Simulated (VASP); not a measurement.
# Ag2PdS2 (I-4m2) in VASP: notebook, part 2 of 2

VASP 6.6.1.

## Step 4: Single point, PBE

This run uses another cell than the first one, of 21.77 Å³/atom, 1.002 times its volume.

Input file INCAR:

```
SYSTEM = Ag2PdS2
PREC = Accurate
ENCUT = 520
EDIFF = 1E-7
ISMEAR = 0
SIGMA = 0.1
LREAL = .FALSE.
LASPH = .TRUE.
NELM = 80
ALGO = Normal
ISIF = 2
LWAVE = .FALSE.
LCHARG = .TRUE.
GGA = PE
LELF = .TRUE.
LVHAR = .TRUE.
NBANDS = 30
```

Input file KPOINTS:

```
regular mesh
0
G
  10 10 10
  0 0 0
```

Input file POSCAR:

```
Ag2PdS2
1.0
   -2.4925323591      2.4925323591      4.3810196348
    2.4925323591     -2.4925323591      4.3810196348
    2.4925323591      2.4925323591     -4.3810196348
Ag Pd S
2 1 2
Direct
    0.7500000000      0.2500000000      0.5000000000
    0.0000000000      0.0000000000      0.0000000000
    0.2500000000      0.7500000000      0.5000000000
    0.7274356486      0.7274356486      0.0000000000
    0.2725643514      0.2725643514      0.0000000000
```

Potentials or basis: VASP PAW PBE potentials, release 64 (Ag, Pd, S).

Command:

```bash
cat potpaw_PBE.64/Ag/POTCAR potpaw_PBE.64/Pd/POTCAR potpaw_PBE.64/S/POTCAR > POTCAR
mpirun -np 1 vasp_std > vasp.out
```

OUTCAR:

```text
SYSTEM = Ag2PdS2
   PREC = Accurate
   ENCUT = 520
   EDIFF = 1E-7
   ISMEAR = 0
   LREAL = .FALSE.
   LASPH = .TRUE.
   NELM = 80
   ISIF = 2
   GGA = PE

 ion  position               nearest neighbor table
   1  0.750  0.250  0.500-   5 2.50   4 2.50   5 2.50   4 2.50   2 3.32   2 3.32   2 3.32   2 3.32

   2  0.000  0.000  0.000-   4 2.39   5 2.39   1 3.32   3 3.32   1 3.32   3 3.32   1 3.32   3 3.32
                             1 3.32   3 3.32
   3  0.250  0.750  0.500-   5 2.50   4 2.50   5 2.50   4 2.50   2 3.32   2 3.32   2 3.32   2 3.32

   4  0.727  0.727  0.000-   2 2.39   1 2.50   3 2.50   1 2.50   3 2.50
   5  0.273  0.273  0.000-   2 2.39   1 2.50   3 2.50   3 2.50   1 2.50

  LATTYP: Found a body centered tetragonal cell.
 ALAT       =     4.9850647182
 C/A-ratio  =     1.7576580777

  Lattice vectors:

 A1 = (  -2.4925323591,   2.4925323591,   4.3810196348)
 A2 = (   2.4925323591,  -2.4925323591,   4.3810196348)
 A3 = (   2.4925323591,   2.4925323591,  -4.3810196348)

Analysis of symmetry for initial positions (statically):
=====================================================================
 Subroutine PRICEL returns:
 Original cell was already a primitive cell.

 Routine SETGRP: Setting up the symmetry group for a
 body centered tetragonal supercell.

 Subroutine GETGRP returns: Found  8 space group operations
 (whereof  8 operations were pure point group operations)
 out of a pool of 16 trial point group operations.

The static configuration has the point symmetry D_2d.

Analysis of symmetry for dynamics (positions and initial velocities):
=====================================================================
 Subroutine PRICEL returns:
 Original cell was already a primitive cell.

 Routine SETGRP: Setting up the symmetry group for a
 body centered tetragonal supercell.

 Subroutine GETGRP returns: Found  8 space group operations
 (whereof  8 operations were pure point group operations)
 out of a pool of 16 trial point group operations.

The dynamic configuration has the point symmetry D_2d.

 Subroutine INISYM returns: Found  8 space group operations
 (whereof  8 operations are pure point group operations),
 and found     1 'primitive' translations

----------------------------------------------------------------------------------------

                                     Primitive cell

  volume of cell :     108.8722

  direct lattice vectors                    reciprocal lattice vectors
    -2.492532359  2.492532359  4.381019635     0.000000000  0.200599201  0.114128683
     2.492532359 -2.492532359  4.381019635     0.200599201  0.000000000  0.114128683
     2.492532359  2.492532359 -4.381019635     0.200599201  0.200599201  0.000000000

  length of vectors
     5.623056834  5.623056834  5.623056834     0.230792972  0.230792972  0.283690111

  position of ions in fractional coordinates (direct lattice)
     0.750000000  0.250000000  0.500000000
     0.000000000  0.000000000  0.000000000
     0.250000000  0.750000000  0.500000000
     0.727435649  0.727435649  0.000000000
     0.272564351  0.272564351  0.000000000

  ion indices of the primitive-cell ions
   primitive index   ion index
                 1           1
                 2           2
                 3           3
[... 31 lines left out ...]
  0.000000  0.000000  0.000000      1.000000
  0.100000  0.000000 -0.000000      8.000000
  0.200000  0.000000 -0.000000      8.000000
  0.300000  0.000000 -0.000000      8.000000
  0.400000  0.000000 -0.000000      8.000000
  0.500000  0.000000 -0.000000      4.000000
[... 16 lines left out ...]
  0.300000  0.300000 -0.000000      8.000000
  0.400000  0.300000 -0.000000     16.000000
 [... further k-points ...]
   k-points           NKPTS =    102   k-points in BZ     NKDIM =    102   number of bands    NBANDS=     30
   number of dos      NEDOS =    301   number of ions     NIONS =      5
   total plane-waves  NPLWV =  74088
   dimension x,y,z NGX =    42 NGY =   42 NGZ =   42
   dimension x,y,z NGXF=    84 NGYF=   84 NGZF=   84
   ions per type =               2   1   2
   NGX,Y,Z   is equivalent  to a cutoff of  12.42, 12.42, 12.42 a.u.
   NGXF,Y,Z  is equivalent  to a cutoff of  24.83, 24.83, 24.83 a.u.
 SYSTEM =  Ag2PdS2
   PREC   = accura    normal or accurate (medium, high low for compatibility)
   ISTART =      0    job   : 0-new  1-cont  2-samecut
   ICHARG =      2    charge: 1-file 2-atom 10-const
   ISPIN  =      1    spin polarized calculation?
   LNONCOLLINEAR =      F non collinear calculations
   LSORBIT =      F    spin-orbit coupling
   LASPH  =      T    aspherical Exc in radial PAW
   ENCUT  =  520.0 eV  38.22 Ry    6.18 a.u.  10.46 10.46 10.46*2*pi/ulx,y,z
   NELM   =     80;   NELMIN=  2; NELMDL= -5     # of ELM steps
   EDIFF  = 0.1E-06   stopping-criterion for ELM
   LREAL  =      F    real-space projection
   EDIFFG = 0.1E-05   stopping-criterion for IOM
   NSW    =      0    number of steps for IOM
   IBRION =     -1    ionic relax: 0-MD 1-quasi-New 2-CG
   NFREE  =      0    steps in history (QN), initial steepest desc. (CG)
   ISIF   =      2    stress and relaxation
   ISYM   =      2    0-nonsym 1-usesym 2-fastsym
   POTIM  = 0.5000    time-step for ionic-motion
   TEBEG  =    0.0;   TEEND  =   0.0 temperature during run
   PSTRESS=    0.0 pullay stress
   NELECT =      44.0000    total number of electrons
   NUPDOWN=      -1.0000    fix difference up-down
   EMIN   =  10.00;   EMAX   =-10.00  energy-range for DOS
   EFERMI =   0.00;   METHOD = LEGACY
   ISMEAR =     0;   SIGMA  =   0.10  broadening in eV -4-tet -1-fermi 0-gaus
   EFERMI_NEDOS =   21; number of points for ismear=-14 and -15
   IALGO  =     38    algorithm
   IMIX   =      4    mixing-type and parameters
     AMIX     =   0.40;   BMIX     =  1.00
     AMIX_MAG =   1.60;   BMIX_MAG =  1.00
  volume/ion in A,a.u.               =      21.77       146.94
  Fermi-wavevector in a.u.,A,eV,Ry     =   1.210375  2.287278 19.932655  1.465009
  Thomas-Fermi vector in A             =   2.345924
   LORBIT       =      0    0 simple, 1 ext, 2 COOP (PROOUT), +10 PAW based schemes
   GGA     = PE    functional components
   LHFCALC =     F    Hartree Fock is set to
   AEXX    =    0.0000 exact exchange contribution
   IVDW    =     0    specifies the selected vdW correction
   LEPSILON=     F    determine dielectric tensor
   LRPA    =     F    only Hartree local field effects (RPA)
 non-spin polarized calculation
 Gauss-broadening in eV      SIGMA  =   0.10
  energy-cutoff  :      520.00
  volume of cell :      108.87
 maximum number of plane-waves:      2969
 NGX is ok and might be reduce to    42
   NGX = 21   NGY = 21   NGZ = 21

 number of electron      43.9999992 magnetization

 Free energy of the ion-electron system (eV)
  ---------------------------------------------------
  ext. energy  EPLUGINS =         0.00000000
  ---------------------------------------------------
  free energy    TOTEN  =       -18.86981126 eV

  energy without entropy =      -18.85971716  energy(sigma->0) =      -18.86476421

 E-fermi :   4.6303     XC(G=0):  -9.9220

 val. band max:        4.6223184509   @ k =  -0.1000   0.5000   0.1000
 cond. band min:       4.6454427823   @ k =  -0.1000   0.4000   0.1000
 fundamental gap:      0.0231243314
 Fermi energy:         4.6303368929

 k-point     1 :       0.0000    0.0000    0.0000
  band No.  band energies     occupation
      1      -9.0421      2.00000
      2      -7.9768      2.00000
      3      -0.3961      2.00000
      4      -0.3123      2.00000
      5      -0.3123      2.00000
      6       0.1433      2.00000
[... 781 lines left out ...]
     29      12.2829      0.00000
     30      12.6970      0.00000

 [... further k-points ...]

------------------------ aborting loop because EDIFF is reached ----------------------------------------

  FORCE on cell =-STRESS in cart. coord.  units (eV):
  Direction    XX          YY          ZZ          XY          YZ          ZX
  --------------------------------------------------------------------------------------
  -------------------------------------------------------------------------------------
  Total       -0.0874098     -0.0874098     -0.0991112      0.0000000      0.0000000      0.0000000
  in kB       -1.2863342     -1.2863342     -1.4585337      0.0000000      0.0000000      0.0000000
  external PRESSURE =      -1.3437340 kB  Pullay stress =       0.0000000 kB

 VOLUME and BASIS-vectors are now :
 -----------------------------------------------------------------------------
  energy-cutoff  :      520.00
  volume of cell :      108.87
      direct lattice vectors                 reciprocal lattice vectors
    -2.492532359  2.492532359  4.381019635     0.000000000  0.200599201  0.114128683
     2.492532359 -2.492532359  4.381019635     0.200599201  0.000000000  0.114128683
     2.492532359  2.492532359 -4.381019635     0.200599201  0.200599201  0.000000000

 POSITION                                       TOTAL-FORCE (eV/Angst)
 -----------------------------------------------------------------------------------
      0.00000      2.49253      2.19051        -0.000000     -0.000000     -0.000000
      0.00000      0.00000      0.00000        -0.000000     -0.000000     -0.000000
      2.49253      0.00000      2.19051        -0.000000     -0.000000     -0.000000
      0.00000      0.00000      6.37382        -0.000000     -0.000000      0.005237
      0.00000      0.00000      2.38822         0.000000      0.000000     -0.005237
 -----------------------------------------------------------------------------------
    total drift:                               -0.000000      0.000000      0.000000

  FREE ENERGIE OF THE ION-ELECTRON SYSTEM (eV)
  ---------------------------------------------------
  free  energy   TOTEN  =       -18.8698112573 eV

  energy  without entropy=      -18.8597171631  energy(sigma->0) =      -18.86476421
```

OSZICAR:

```text
N       E                     dE             d eps       ncg     rms          rms(c)
DAV:   1     0.271284467573E+03    0.27128E+03   -0.20996E+04  6160   0.134E+03
DAV:   2    -0.631023896979E+01   -0.27759E+03   -0.26421E+03  6752   0.292E+02
DAV:   3    -0.199365712227E+02   -0.13626E+02   -0.13453E+02  7192   0.632E+01
DAV:   4    -0.201496621121E+02   -0.21309E+00   -0.21295E+00  6898   0.862E+00
DAV:   5    -0.201543023840E+02   -0.46403E-02   -0.46399E-02  7490   0.127E+00    0.148E+01
DAV:   6    -0.189197804596E+02    0.12345E+01   -0.56575E+00  6888   0.269E+01    0.115E+01
DAV:   7    -0.189119068060E+02    0.78737E-02   -0.12039E+00  6732   0.104E+01    0.610E+00
DAV:   8    -0.189033855363E+02    0.85213E-02   -0.37410E-01  6990   0.645E+00    0.295E+00
DAV:   9    -0.188708270708E+02    0.32558E-01   -0.13014E-01  6870   0.363E+00    0.365E-01
DAV:  10    -0.188696823485E+02    0.11447E-02   -0.79199E-03  7098   0.877E-01    0.216E-01
DAV:  11    -0.188697477537E+02   -0.65405E-04   -0.83480E-04  7164   0.179E-01    0.151E-01
DAV:  12    -0.188698122186E+02   -0.64465E-04   -0.15266E-04  6816   0.841E-02    0.209E-02
DAV:  13    -0.188698089016E+02    0.33171E-05   -0.18381E-05  7206   0.421E-02    0.150E-02
DAV:  14    -0.188698107790E+02   -0.18774E-05   -0.87170E-06  7002   0.213E-02    0.479E-03
DAV:  15    -0.188698112311E+02   -0.45211E-06   -0.84650E-07  7068   0.597E-03    0.245E-03
DAV:  16    -0.188698113563E+02   -0.12520E-06   -0.13030E-07  5436   0.264E-03    0.140E-03
DAV:  17    -0.188698112573E+02    0.98965E-07   -0.62592E-08  5070   0.228E-03
   1 F= -.18869811E+02 E0= -.18864764E+02  d E =-.100941E-01
```

stdout:

```text
POSCAR found type information on POSCAR AgPdS
 POSCAR found :  3 types and       5 ions
 scaLAPACK will be used
 LDA part: xc-table for (Slater+PW92), standard interpolation
 POSCAR, INCAR and KPOINTS ok, starting setup
 FFT: planning ... GRIDC
 FFT: planning ... GRID_SOFT
 FFT: planning ... GRID
 WAVECAR not read
 entering main loop
```

It took 14 min on 1 thread of AMD EPYC 7R13, shared host; peak memory 0.44 GiB.

What came out:

| Property | Result |
| --- | --- |
| Free energy | -18.8698 eV |
| Pressure | -0.1 GPa |
| Largest force | 0.005 eV/Å |
| Band gap on the k mesh | zero (band 22 reaches 5.98 eV, above the bottom of band 23 at 3.29 eV) |

Forces in eV/Å, atoms in the order of the input:
```
Ag   0.000  0.000  0.000
Ag   0.000  0.000  0.000
Pd   0.000  0.000  0.000
S    0.000  0.000  0.005
S    0.000  0.000 -0.005
```

## Step 5: Overview

| task | cell | k mesh | cutoff (eV) | smearing | gap on the mesh (eV) | pressure (GPa) | largest force (eV/Å) |
| --- | --- | --- | --- | --- | --- | --- | --- |
| single point | a = 5.637 Å, angles 127.8, 127.8, 77.0°, 5 atoms | 3 × 3 × 3 | 520 | gaussian 0.15 eV | none | 0.1 | 0.02 |
| relaxation of cell and atoms | relaxed from a = 5.134 Å, angles 111.7, 111.7, 105.1°, 5 atoms | 3 × 3 × 3 | 600 | gaussian 0.15 eV | none | 0.4 | 0.02 |
| single point | a = 5.623 Å, angles 127.4, 127.4, 77.6°, 5 atoms | 10 × 10 × 10 | 520 | gaussian 0.1 eV | none | -0.1 | 0.01 |

Alike in all rows: level PBE; potentials or basis VASP PAW PBE potentials, release 64 (Ag, Pd, S); no spin polarisation.

Caveats: some runs use coarse meshes; the relaxation stopped at a loose force limit of 0.08 eV/Å, so its end isn't a converged minimum (some runs).

Absolute energies hang on the potentials; compare differences alone.
